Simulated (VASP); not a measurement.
Wanted: the native input for a VASP 6.6.1 run.

```
Task                   : single point
Functional             : PBEsol
Potentials or basis    : VASP PAW PBE potentials, release 64 (Tl_d, Sn_d, Cl)
Cutoff                 : 520 eV
k mesh                 : 4 × 4 × 4
Occupations            : fermi-dirac, width 0.02 eV
Spin                   : no spin polarisation
Dipole correction      : no
Further INCAR settings : ALGO = Normal; EDIFF = 1e-06; NBANDS = 32
```

The structure of TlSnCl3 lies in POSCAR:

```
TlSnCl3
1.0
    5.4691541996      0.0000000000      0.0000000000
    0.0000000000      5.4691541996      0.0000000000
    0.0000000000      0.0000000000      5.4691541996
Tl Sn Cl
1 1 3
Direct
    0.0000000000      0.0000000000      0.0000000000
    0.5000000000      0.5000000000      0.5000000000
    0.5000000000      0.5000000000      0.0000000000
    0.5000000000      0.0000000000      0.5000000000
    0.0000000000      0.5000000000      0.5000000000
```

One way to write it, as run:

INCAR

```
SYSTEM = TlSnCl3
ALGO     = Normal         ! electronic algorithm
EDIFF    = 1E-6           ! SCF threshold, eV
ENCUT    = 520            ! plane-wave cutoff, eV
GGA      = PS             ! functional
ISIF     = 2              ! what is computed and relaxed
ISMEAR   = -1             ! smearing method
LASPH    = .True.         ! aspherical terms in the spheres
LCHARG   = .False.        ! write CHGCAR
LREAL    = .False.        ! projectors in reciprocal space
LWAVE    = .False.        ! write WAVECAR
NBANDS   = 32             ! bands
NELM     = 100            ! most SCF steps
PREC     = Accurate       ! precision mode
SIGMA    = 0.02           ! smearing width, eV
```

KPOINTS

```
k-points
0
Gamma
  4 4 4
  0 0 0
```

Potentials or basis: VASP PAW PBE potentials, release 64 (Tl_d, Sn_d, Cl).

Run with:

```console
$ cat potpaw_PBE.64/Tl_d/POTCAR potpaw_PBE.64/Sn_d/POTCAR potpaw_PBE.64/Cl/POTCAR > POTCAR
$ mpirun -np 1 vasp_std > vasp.out
```

Results of the run:

```json
{"Pressure": "0.0 GPa", "Band gap on the k mesh": "0.35 eV (least direct gap 0.49 eV)"}
```

Caveat: the PAW data sets were made with another functional, which shifts forces and pressure a little; spin-orbit coupling is left out, which moves the levels of the heavy elements.

Wall time 40 s on 1 thread of AMD EPYC 9R45 96-Core Processor (Zen 5), with other jobs on the host, peak memory 0.24 GiB.
